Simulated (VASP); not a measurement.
# Co (P6_3/mmc) in VASP: a series of runs

The runs below take Co through single point, with PBEsol.

All numbers are computed with VASP 6.6.1; they aren't measurements. Logs are shortened: lines on timing, memory, paths and dates and some standing lists are left out, and cuts for length are marked.

## (1) The cell of the first run

Symmetry: P6_3/mmc, No. 194, hexagonal system. The conventional cell has a = 2.413 Å, b = 2.413 Å, c = 7.818 Å, α = 90.00°, β = 90.00°, γ = 120.00°. Co (site symmetry -3m) has 12 Co at 2.40 to 2.41 Å within 3.2 Å. Within 3.2 Å of Co (site symmetry -6m2) lie 12 Co at 2.40 to 2.41 Å.

## (2) Single point, PBEsol, collinear spin, ferromagnetic start

Input file INCAR:

```
SYSTEM = Co
ALGO = Normal ; EDIFF = 1E-7
ENCUT = 520 ; GGA = PS
ISIF = 2 ; ISMEAR = 0
ISPIN = 2 ; LASPH = .TRUE.
LCHARG = .FALSE. ; LMAXMIX = 4
LORBIT = 11 ; LREAL = .FALSE.
LWAVE = .FALSE. ; MAGMOM = 1.79 1.81 1.79 1.81
NBANDS = 30 ; NELM = 150
PREC = Accurate ; SIGMA = 0.1
```

Input file KPOINTS:

```
k-points
0
G
  18 18 6
  0 0 0
```

Input file POSCAR:

```
Co
1.0
    2.4128020771      0.0000000000      0.0000000000
   -1.2064010386      2.0895478931      0.0000000000
    0.0000000000      0.0000000000      7.8175118902
Co
4
Direct
    0.0000000000      0.0000000000      0.0000000000
    0.3333333333      0.6666666667      0.2500000000
    0.0000000000      0.0000000000      0.5000000000
    0.6666666667      0.3333333333      0.7500000000
```

Potentials or basis: VASP PAW PBE potentials, release 64 (Co).

On the command line:

```
$ cat potpaw_PBE.64/Co/POTCAR > POTCAR
$ mpirun -np 1 vasp_std > vasp.out
```

OUTCAR:

```text
SYSTEM = Co
   EDIFF = 1E-7
   ENCUT = 520
   GGA = PS
   ISIF = 2
   ISMEAR = 0
   ISPIN = 2
   LASPH = .TRUE.
   LORBIT = 11
   LREAL = .FALSE.
   NELM = 150
   PREC = Accurate

 ion  position               nearest neighbor table
   1  0.000  0.000  0.000-   2 2.40   4 2.40   4 2.40   2 2.40   4 2.40   2 2.40
   2  0.333  0.667  0.250-   1 2.40   3 2.40   1 2.40   3 2.40   1 2.40   3 2.40
   3  0.000  0.000  0.500-   2 2.40   4 2.40   4 2.40   2 2.40   4 2.40   2 2.40
   4  0.667  0.333  0.750-   1 2.40   3 2.40   1 2.40   3 2.40   1 2.40   3 2.40

  LATTYP: Found a hexagonal cell.
 ALAT       =     2.4128020771
 C/A-ratio  =     3.2400137435

  Lattice vectors:

 A1 = (   2.4128020771,   0.0000000000,   0.0000000000)
 A2 = (  -1.2064010386,   2.0895478931,   0.0000000000)
 A3 = (   0.0000000000,   0.0000000000,   7.8175118902)

Analysis of symmetry for initial positions (statically):
=====================================================================
 Subroutine PRICEL returns:
 Original cell was already a primitive cell.

 Routine SETGRP: Setting up the symmetry group for a
 hexagonal supercell.

 Subroutine GETGRP returns: Found 24 space group operations
 (whereof 12 operations were pure point group operations)
 out of a pool of 24 trial point group operations.

The static configuration has the point symmetry D_3d.
 The point group associated with its full space group is D_6h.

Analysis of symmetry for dynamics (positions and initial velocities):
=====================================================================
 Subroutine PRICEL returns:
 Original cell was already a primitive cell.

 Routine SETGRP: Setting up the symmetry group for a
 hexagonal supercell.

 Subroutine GETGRP returns: Found 24 space group operations
 (whereof 12 operations were pure point group operations)
 out of a pool of 24 trial point group operations.

The dynamic configuration has the point symmetry D_3d.
 The point group associated with its full space group is D_6h.

Analysis of structural, dynamic, and magnetic symmetry:
=====================================================================
 Subroutine PRICEL returns:
 Original cell was already a primitive cell.

 Routine SETGRP: Setting up the symmetry group for a
 hexagonal supercell.

 Subroutine GETGRP returns: Found 24 space group operations
 (whereof 12 operations were pure point group operations)
 out of a pool of 24 trial point group operations.

The overall configuration has the point symmetry D_3d.
 The point group associated with its full space group is D_6h.

 Subroutine INISYM returns: Found 24 space group operations
 (whereof 12 operations are pure point group operations),
 and found     1 'primitive' translations

----------------------------------------------------------------------------------------

                                     Primitive cell

  volume of cell :      39.4133

  direct lattice vectors                    reciprocal lattice vectors
     2.412802077  0.000000000  0.000000000     0.414455877  0.239286212  0.000000000
    -1.206401039  2.089547893  0.000000000     0.000000000  0.478572424  0.000000000
     0.000000000  0.000000000  7.817511890     0.000000000  0.000000000  0.127917938

  length of vectors
     2.412802077  2.412802077  7.817511890     0.478572424  0.478572424  0.127917938

  position of ions in fractional coordinates (direct lattice)
     0.000000000  0.000000000  0.000000000
     0.333333333  0.666666667  0.250000000
     0.000000000  0.000000000  0.500000000
     0.666666667  0.333333333  0.750000000

  ion indices of the primitive-cell ions
   primitive index   ion index
                 1           1
                 2           2
                 3           3
                 4           4

----------------------------------------------------------------------------------------

 KPOINTS: k-points

Automatic generation of k-mesh.
 Grid dimensions read from file:
 generate k-points for:   18   18    6

 Generating k-lattice:

  Cartesian coordinates                     Fractional coordinates (reciprocal lattice)
     0.023025326  0.013293678  0.000000000     0.055555556 -0.000000000  0.000000000
     0.000000000  0.026587357  0.000000000     0.000000000  0.055555556  0.000000000
     0.000000000  0.000000000  0.021319656     0.000000000  0.000000000  0.166666667

  Length of vectors
     0.026587357  0.026587357  0.021319656

  Shift w.r.t. Gamma in fractional coordinates (k-lattice)
     0.000000000  0.000000000  0.000000000

 Subroutine IBZKPT returns following result:
 ===========================================

 Found    148 irreducible k-points:

 Following reciprocal coordinates:
            Coordinates               Weight
  0.000000  0.000000  0.000000      1.000000
  0.055556 -0.000000  0.000000      6.000000
  0.111111 -0.000000  0.000000      6.000000
  0.166667 -0.000000  0.000000      6.000000
  0.222222 -0.000000  0.000000      6.000000
  0.277778  0.000000  0.000000      6.000000
[... 16 lines left out ...]
  0.333333  0.111111  0.000000     12.000000
  0.388889  0.111111  0.000000     12.000000
 [... further k-points ...]
   k-points           NKPTS =    148   k-points in BZ     NKDIM =    148   number of bands    NBANDS=     30
   number of dos      NEDOS =    301   number of ions     NIONS =      4
   total plane-waves  NPLWV =  19440
   dimension x,y,z NGX =    18 NGY =   18 NGZ =   60
   dimension x,y,z NGXF=    36 NGYF=   36 NGZF=  120
   ions per type =               4
   NGX,Y,Z   is equivalent  to a cutoff of  12.40, 12.40, 12.76 a.u.
   NGXF,Y,Z  is equivalent  to a cutoff of  24.80, 24.80, 25.52 a.u.
 SYSTEM =  Co
   PREC   = accura    normal or accurate (medium, high low for compatibility)
   ISTART =      0    job   : 0-new  1-cont  2-samecut
   ICHARG =      2    charge: 1-file 2-atom 10-const
   ISPIN  =      2    spin polarized calculation?
   LNONCOLLINEAR =      F non collinear calculations
   LSORBIT =      F    spin-orbit coupling
   LASPH  =      T    aspherical Exc in radial PAW
   ENCUT  =  520.0 eV  38.22 Ry    6.18 a.u.   4.49  4.49 14.54*2*pi/ulx,y,z
   NELM   =    150;   NELMIN=  2; NELMDL= -5     # of ELM steps
   EDIFF  = 0.1E-06   stopping-criterion for ELM
   LREAL  =      F    real-space projection
   EDIFFG = 0.1E-05   stopping-criterion for IOM
   NSW    =      0    number of steps for IOM
   IBRION =     -1    ionic relax: 0-MD 1-quasi-New 2-CG
   NFREE  =      0    steps in history (QN), initial steepest desc. (CG)
   ISIF   =      2    stress and relaxation
   ISYM   =      2    0-nonsym 1-usesym 2-fastsym
   POTIM  = 0.5000    time-step for ionic-motion
   TEBEG  =    0.0;   TEEND  =   0.0 temperature during run
   PSTRESS=    0.0 pullay stress
   NELECT =      36.0000    total number of electrons
   NUPDOWN=      -1.0000    fix difference up-down
   EMIN   =  10.00;   EMAX   =-10.00  energy-range for DOS
   EFERMI =   0.00;   METHOD = LEGACY
   ISMEAR =     0;   SIGMA  =   0.10  broadening in eV -4-tet -1-fermi 0-gaus
   EFERMI_NEDOS =   21; number of points for ismear=-14 and -15
   IALGO  =     38    algorithm
   IMIX   =      4    mixing-type and parameters
     AMIX     =   0.40;   BMIX     =  1.00
     AMIX_MAG =   1.60;   BMIX_MAG =  1.00
  volume/ion in A,a.u.               =       9.85        66.49
  Fermi-wavevector in a.u.,A,eV,Ry     =   1.588406  3.001652 34.327949  2.523033
  Thomas-Fermi vector in A             =   2.687414
   LORBIT       =     11    0 simple, 1 ext, 2 COOP (PROOUT), +10 PAW based schemes
   GGA     = PS    functional components
   LHFCALC =     F    Hartree Fock is set to
   AEXX    =    0.0000 exact exchange contribution
   IVDW    =     0    specifies the selected vdW correction
   LEPSILON=     F    determine dielectric tensor
   LRPA    =     F    only Hartree local field effects (RPA)
 spin polarized calculation
 Gauss-broadening in eV      SIGMA  =   0.10
  energy-cutoff  :      520.00
  volume of cell :       39.41
 maximum number of plane-waves:      1091
 NGX is ok and might be reduce to    18
   NGX =  9   NGY =  9   NGZ = 29

 number of electron      36.0000017 magnetization       6.2275260

 Free energy of the ion-electron system (eV)
  ---------------------------------------------------
  ext. energy  EPLUGINS =         0.00000000
  ---------------------------------------------------
  free energy    TOTEN  =       -30.84497538 eV

  energy without entropy =      -30.83010170  energy(sigma->0) =      -30.83753854

 E-fermi :  11.5669     XC(G=0): -14.1588

 val. band max:       11.5635400383   @ k =   0.0000   0.0000   0.1667
 cond. band min:      11.5670750414   @ k =   0.1667   0.1111   0.0000
 fundamental gap:      0.0035350031
 Fermi energy:        11.5669034700

 spin component 1

 k-point     1 :       0.0000    0.0000    0.0000
  band No.  band energies     occupation
      1       1.9419      1.00000
      2       4.3153      1.00000
      3       4.3358      1.00000
      4       5.8865      1.00000
      5       8.3660      1.00000
      6       8.3993      1.00000
[... 781 lines left out ...]
     29      24.9037      0.00000
     30      25.8501      0.00000

 [... further k-points ...]

 spin component 2

 k-point     1 :       0.0000    0.0000    0.0000
  band No.  band energies     occupation
      1       2.0339      1.00000
      2       4.4899      1.00000
      3       4.4938      1.00000
      4       6.7993      1.00000
      5       9.6492      1.00000
      6       9.7018      1.00000
[... 781 lines left out ...]
     29      25.2872      0.00000
     30      26.3966      0.00000

 [... further k-points ...]
[... 5 lines left out ...]
  --------------------------------------------------------------------------------------
  -------------------------------------------------------------------------------------
  Total        3.3893223      3.3893223      3.3648745     -0.0000000     -0.0000000      0.0000000
  in kB      137.7783164    137.7783164    136.7844948     -0.0000000     -0.0000000      0.0000000
  external PRESSURE =     137.4470425 kB  Pullay stress =       0.0000000 kB

 VOLUME and BASIS-vectors are now :
 -----------------------------------------------------------------------------
  energy-cutoff  :      520.00
  volume of cell :       39.41
      direct lattice vectors                 reciprocal lattice vectors
     2.412802077  0.000000000  0.000000000     0.414455877  0.239286212  0.000000000
    -1.206401039  2.089547893  0.000000000     0.000000000  0.478572424  0.000000000
     0.000000000  0.000000000  7.817511890     0.000000000  0.000000000  0.127917938

 POSITION                                       TOTAL-FORCE (eV/Angst)
 -----------------------------------------------------------------------------------
      0.00000      0.00000      0.00000         0.000000      0.000000     -0.000000
     -0.00000      1.39303      1.95438         0.000000     -0.000000      0.000000
      0.00000      0.00000      3.90876         0.000000      0.000000     -0.000000
      1.20640      0.69652      5.86313        -0.000000      0.000000     -0.000000
 -----------------------------------------------------------------------------------
    total drift:                                0.000000     -0.000000      0.000000

  FREE ENERGIE OF THE ION-ELECTRON SYSTEM (eV)
  ---------------------------------------------------
  free  energy   TOTEN  =       -30.8449753782 eV

  energy  without entropy=      -30.8301017033  energy(sigma->0) =      -30.83753854

 total charge

# of ion       s       p       d       tot
------------------------------------------
    1        0.533   0.614   7.333   8.480
    2        0.533   0.617   7.325   8.475
    3        0.533   0.614   7.333   8.480
    4        0.533   0.617   7.325   8.475
--------------------------------------------------
tot          2.133   2.462  29.316  33.911

 magnetization (x)

# of ion       s       p       d       tot
------------------------------------------
    1       -0.014  -0.048   1.606   1.544
    2       -0.014  -0.050   1.628   1.563
    3       -0.014  -0.048   1.606   1.544
    4       -0.014  -0.050   1.628   1.563
--------------------------------------------------
tot         -0.058  -0.195   6.467   6.214
```

It took 8.2 min on 1 thread of Intel Xeon Platinum 8259CL at 2.50GHz (Skylake/Cascade Lake), shared host; peak memory 0.34 GiB.

Results:

- Free energy: -30.8450 eV
- Pressure: 13.7 GPa
- Net moment: 6.23 μB per cell
- Site moments: Co +1.54, +1.56 μB
- Valence electrons inside the program's atomic spheres: Co 8.48, 8.47

Stress tensor (GPa, compression positive):
```
13.78  0.00  0.00
 0.00 13.78  0.00
 0.00  0.00 13.68
```

Caveat: the PAW data sets were made with another functional, which shifts forces and pressure a little.

## (3) Single point, PBEsol, collinear spin, ferromagnetic start

This run uses another cell than the first one, of 10.40 Å³/atom, 1.055 times its volume.

Input file INCAR:

```
SYSTEM = Co
PREC = Accurate
ENCUT = 520
EDIFF = 1E-6
ISMEAR = 0
SIGMA = 0.1
LREAL = .FALSE.
LASPH = .TRUE.
NELM = 150
ALGO = Normal
ISIF = 2
LWAVE = .FALSE.
LCHARG = .TRUE.
ISPIN = 2
MAGMOM = 1.92 1.94 1.92 1.94
LORBIT = 11
LMAXMIX = 4
GGA = PS
LELF = .TRUE.
LVHAR = .TRUE.
NBANDS = 30
```

Input file KPOINTS:

```
regular mesh
0
G
  18 18 6
  0 0 0
```

Input file POSCAR:

```
Co
1.0
    2.4552110701      0.0000000000      0.0000000000
   -1.2276055351      2.1262751584      0.0000000000
    0.0000000000      0.0000000000      7.9648408896
Co
4
Direct
    0.0000000000      0.0000000000      0.0000000000
    0.3333333333      0.6666666667      0.2500000000
    0.0000000000      0.0000000000      0.5000000000
    0.6666666667      0.3333333333      0.7500000000
```

Potentials or basis: VASP PAW PBE potentials, release 64 (Co).

On the command line:

```
$ cat potpaw_PBE.64/Co/POTCAR > POTCAR
$ mpirun -np 1 vasp_std > vasp.out
```

Wall time 3 min (1 thread of Intel Xeon 6975P-C (Granite Rapids), shared host); peak memory 0.34 GiB.

Results (log left out):

| Item | Value |
| --- | --- |
| Free energy | -30.9265 eV |
| Pressure | -0.9 GPa |
| Net moment | 6.36 μB per cell |
| Site moments | Co +1.59, +1.60 μB |
| Valence electrons inside the program's atomic spheres | Co 8.36 |

Stress tensor (GPa, compression positive):
```
-0.91  0.00  0.00
 0.00 -0.91  0.00
 0.00  0.00 -1.00
```

Levels at points of the mesh, in eV from the Fermi level:
Spin up:
| k point | band 17 | band 18 | band 19 | band 20 | band 21 | band 22 | band 23 | band 24 | band 25 | band 26 |
| --- | --- | --- | --- | --- | --- | --- | --- | --- | --- | --- |
| (0.00, 0.00, 0.00) | -1.80 | -1.46 | -1.46 | -1.12 | -1.12 | -0.70 | -0.70 | -0.27 | 6.62 | 15.33 |
| (0.50, 0.00, 0.00) | -0.57 | -0.48 | -0.45 | -0.43 | 0.21 | 1.35 | 2.58 | 3.20 | 7.26 | 7.28 |
| (0.00, 0.00, 0.50) | -1.62 | -1.62 | -1.62 | -1.62 | -0.88 | -0.88 | -0.88 | -0.88 | 9.67 | 9.67 |
| (0.50, 0.00, 0.50) | -0.62 | -0.62 | -0.49 | -0.49 | 1.29 | 1.29 | 2.88 | 2.88 | 7.60 | 7.60 |
Spin down:
| k point | band 11 | band 12 | band 13 | band 14 | band 15 | band 16 | band 17 | band 18 |
| --- | --- | --- | --- | --- | --- | --- | --- | --- |
| (0.00, 0.00, 0.00) | -1.15 | -0.91 | -0.91 | -0.86 | -0.86 | -0.23 | 0.00 | 0.00 |
| (0.50, 0.00, 0.00) | -0.84 | -0.15 | -0.12 | 0.52 | 1.20 | 1.23 | 1.26 | 1.26 |
| (0.00, 0.00, 0.50) | -1.14 | -1.14 | -1.02 | -1.02 | -1.02 | -1.02 | 0.20 | 0.20 |
| (0.50, 0.00, 0.50) | -0.90 | -0.90 | -0.25 | -0.25 | 0.83 | 0.83 | 1.22 | 1.22 |

Caveat: the PAW data sets were made with another functional, which shifts forces and pressure a little.
